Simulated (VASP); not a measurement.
# Nb (I4/mmm) in VASP: further runs, part 2 of 2

VASP 6.6.1. The steps go on from the part before.

**3. Single point, r2SCAN (strain +0.0750 x Voigt [1, 0, 0, 0, 0, 0])**

POSCAR reads:

```
Nb
1.0
    0.0000000000      2.1150000000      2.1150000000
    2.2736250000      0.0000000000      2.1150000000
    2.2736250000      2.1150000000      0.0000000000
Nb
1
Direct
    0.0000000000      0.0000000000      0.0000000000
```

INCAR.step1 reads:

```
PREC = Accurate ; ENCUT = 520
ISMEAR = 0 ; SIGMA = 0.15
LREAL = False ; LASPH = True
NELM = 100 ; NBANDS = 12
GGA = PE ; ALGO = Normal
EDIFF = 1E-4 ; LWAVE = True
LCHARG = False
```

INCAR.step2 reads:

```
PREC = Accurate ; ENCUT = 520
EDIFF = 1E-6 ; ISMEAR = 0
SIGMA = 0.15 ; LREAL = False
LASPH = True ; NELM = 100
ALGO = Normal ; ISIF = 2
LWAVE = False ; LCHARG = False
METAGGA = R2SCAN ; LMIXTAU = True
NBANDS = 12 ; ISTART = 1
```

KPOINTS reads:

```
Automatic mesh
0
Gamma
  20 20 20
```

Potentials or basis: VASP PAW PBE potentials, release 64 (Nb_sv).

Started as:

```
cat potpaw_PBE.64/Nb_sv/POTCAR > POTCAR
cp INCAR.step1 INCAR
mpirun -np 1 vasp_std > vasp.out
cp INCAR.step2 INCAR
mpirun -np 1 vasp_std > vasp.out
```

OUTCAR:

```text
PREC = Accurate
   ENCUT = 520
   EDIFF = 1E-6
   ISMEAR = 0
   LREAL = False
   LASPH = True
   NELM = 100
   ISIF = 2
   METAGGA = R2SCAN
   ISTART = 1

 ion  position               nearest neighbor table
   1  0.000  0.000  0.000-

  LATTYP: Found a body centered tetragonal cell.
 ALAT       =     2.9910616844
 C/A-ratio  =     1.5202795796

  Lattice vectors:

 A1 = (   2.2736250000,   0.0000000000,   2.1150000000)
 A2 = (   2.2736250000,   0.0000000000,  -2.1150000000)
 A3 = (  -2.2736250000,   2.1150000000,   0.0000000000)

Analysis of symmetry for initial positions (statically):
=====================================================================
 Subroutine PRICEL returns:
 Original cell was already a primitive cell.

 Routine SETGRP: Setting up the symmetry group for a
 body centered tetragonal supercell.

 Subroutine GETGRP returns: Found 16 space group operations
 (whereof 16 operations were pure point group operations)
 out of a pool of 16 trial point group operations.

The static configuration has the point symmetry D_4h.

Analysis of symmetry for dynamics (positions and initial velocities):
=====================================================================
 Subroutine PRICEL returns:
 Original cell was already a primitive cell.

 Routine SETGRP: Setting up the symmetry group for a
 body centered tetragonal supercell.

 Subroutine GETGRP returns: Found 16 space group operations
 (whereof 16 operations were pure point group operations)
 out of a pool of 16 trial point group operations.

The dynamic configuration has the point symmetry D_4h.

 Subroutine INISYM returns: Found 16 space group operations
 (whereof 16 operations are pure point group operations),
 and found     1 'primitive' translations

----------------------------------------------------------------------------------------

                                     Primitive cell
[... 114 lines left out ...]
   METAGGA = R2SCAN    functional components
   LHFCALC =     F    Hartree Fock is set to
   AEXX    =    0.0000 exact exchange contribution
   IVDW    =     0    specifies the selected vdW correction
   LEPSILON=     F    determine dielectric tensor
   LRPA    =     F    only Hartree local field effects (RPA)
 non-spin polarized calculation
 Gauss-broadening in eV      SIGMA  =   0.15
  energy-cutoff  :      520.00
  volume of cell :       20.34
 maximum number of plane-waves:       564
   NGX = 11   NGY = 11   NGZ = 11

 number of electron      13.0000000 magnetization

 Free energy of the ion-electron system (eV)
  ---------------------------------------------------
  ext. energy  EPLUGINS =         0.00000000
  ---------------------------------------------------
  free energy    TOTEN  =       -24.48906189 eV

  energy without entropy =      -24.47190439  energy(sigma->0) =      -24.48048314

 E-fermi :   9.8370     XC(G=0): -12.9277

 val. band max:        9.8323455778   @ k =  -0.4000   0.3000   0.0500
 cond. band min:       9.8389382347   @ k =  -0.4000   0.3500   0.1000
 fundamental gap:      0.0065926569
 Fermi energy:         9.8370101343

 k-point     1 :       0.0000    0.0000    0.0000
  band No.  band energies     occupation
      1     -46.8532      2.00000
      2     -21.6453      2.00000
      3     -21.6081      2.00000
      4     -21.6081      2.00000
      5       3.4789      2.00000
      6       9.4839      1.99913
      7      10.4007      0.00000
      8      10.4007      0.00000
      9      11.9700      0.00000
     10      13.1558      0.00000
     11      22.1065      0.00000
     12      25.5697      0.00000
[... 331 lines left out ...]
 k-point    24 :      -0.3500    0.0500    0.0000
  band No.  band energies     occupation
      1     -46.7241      2.00000
      2     -22.4386      2.00000
      3     -21.7836      2.00000
      4     -21.6938      2.00000
      5       6.1207      2.00000
      6       9.6398      1.93708
      7       9.8008      1.26700
      8      10.5982      0.00000
      9      13.3411      0.00000
     10      13.9522      0.00000
     11      21.0085      0.00000
     12      23.1999      0.00000

 [... further k-points ...]

------------------------ aborting loop because EDIFF is reached ----------------------------------------

  FORCE on cell =-STRESS in cart. coord.  units (eV):
  Direction    XX          YY          ZZ          XY          YZ          ZX
  --------------------------------------------------------------------------------------
  -------------------------------------------------------------------------------------
  Total       -0.7405463     -2.1329240     -2.1329240      0.0000000      0.0000000      0.0000000
  in kB      -58.3301690   -168.0027520   -168.0027520      0.0000000      0.0000000      0.0000000
  external PRESSURE =    -131.4452243 kB  Pullay stress =       0.0000000 kB

 VOLUME and BASIS-vectors are now :
 -----------------------------------------------------------------------------
  energy-cutoff  :      520.00
  volume of cell :       20.34
      direct lattice vectors                 reciprocal lattice vectors
     0.000000000  2.115000000  2.115000000    -0.219913134  0.236406619  0.236406619
     2.273625000  0.000000000  2.115000000     0.219913134 -0.236406619  0.236406619
     2.273625000  2.115000000  0.000000000     0.219913134  0.236406619 -0.236406619

 POSITION                                       TOTAL-FORCE (eV/Angst)
 -----------------------------------------------------------------------------------
      0.00000      0.00000      0.00000         0.000000      0.000000      0.000000
 -----------------------------------------------------------------------------------
    total drift:                                0.000000      0.000000      0.000000

  FREE ENERGIE OF THE ION-ELECTRON SYSTEM (eV)
  ---------------------------------------------------
  free  energy   TOTEN  =       -24.4890618851 eV

  energy  without entropy=      -24.4719043904  energy(sigma->0) =      -24.48048314
```

OUTCAR.step1:

```text
PREC = Accurate
   ENCUT = 520
   ISMEAR = 0
   LREAL = False
   LASPH = True
   NELM = 100
[... 575 lines left out ...]

 POSITION                                       TOTAL-FORCE (eV/Angst)
 -----------------------------------------------------------------------------------
      0.00000      0.00000      0.00000         0.000000     -0.000000     -0.000000
 -----------------------------------------------------------------------------------
    total drift:                                0.000000      0.000000     -0.000000

  FREE ENERGIE OF THE ION-ELECTRON SYSTEM (eV)
  ---------------------------------------------------
  free  energy   TOTEN  =        -9.8779407097 eV

  energy  without entropy=       -9.8596421880  energy(sigma->0) =       -9.86879145
```

OSZICAR.step1:

```text
N       E                     dE             d eps       ncg     rms          rms(c)
DAV:   1     0.115153932898E+03    0.11515E+03   -0.71816E+03 15432   0.106E+03
DAV:   2    -0.551136273798E+01   -0.12067E+03   -0.11651E+03 16828   0.382E+02
DAV:   3    -0.100967689936E+02   -0.45854E+01   -0.43817E+01 22268   0.648E+01
DAV:   4    -0.104049807783E+02   -0.30821E+00   -0.30562E+00 21876   0.153E+01
DAV:   5    -0.104172480961E+02   -0.12267E-01   -0.12262E-01 22652   0.252E+00    0.604E+00
DAV:   6    -0.993115759503E+01    0.48609E+00   -0.77013E-01 24668   0.106E+01    0.209E+00
DAV:   7    -0.987425076500E+01    0.56907E-01   -0.21040E-01 25348   0.543E+00    0.101E+00
DAV:   8    -0.987792646495E+01   -0.36757E-02   -0.12454E-02 18512   0.145E+00    0.587E-02
DAV:   9    -0.987794070968E+01   -0.14245E-04   -0.92354E-04 26056   0.351E-01
   1 F= -.98779407E+01 E0= -.98687914E+01  d E =-.182985E-01
```

Run time: 9.4 min. Hardware: 1 thread of Intel Xeon 8259CL, shared host; peak memory 0.27 GiB.

Results:

```
Free energy            : -24.4891 eV
Pressure               : -13.1 GPa
Band gap on the k mesh : zero (an odd number of electrons rules out a gap without spin polarisation)
```

Levels at points of the mesh, in eV from the Fermi level:
| k point | band 4 | band 5 | band 6 | band 7 | band 8 | band 9 |
| --- | --- | --- | --- | --- | --- | --- |
| (0.00, 0.00, 0.00) | -31.45 | -6.36 | -0.35 | 0.56 | 0.56 | 2.13 |
| (0.50, 0.00, 0.00) | -31.52 | -3.70 | -0.32 | 0.60 | 1.03 | 4.31 |
| (0.50, 0.50, 0.00) | -31.78 | -3.74 | -3.07 | 3.66 | 4.42 | 4.54 |
| (0.00, 0.50, 0.50) | -31.72 | -3.78 | -3.04 | 2.38 | 4.65 | 4.92 |

Caveat: the cell differs from its parent crystal (strain +0.0750 x Voigt [1, 0, 0, 0, 0, 0]); the cell stands under tension; the PAW data sets were made with another functional, which shifts forces and pressure a little.
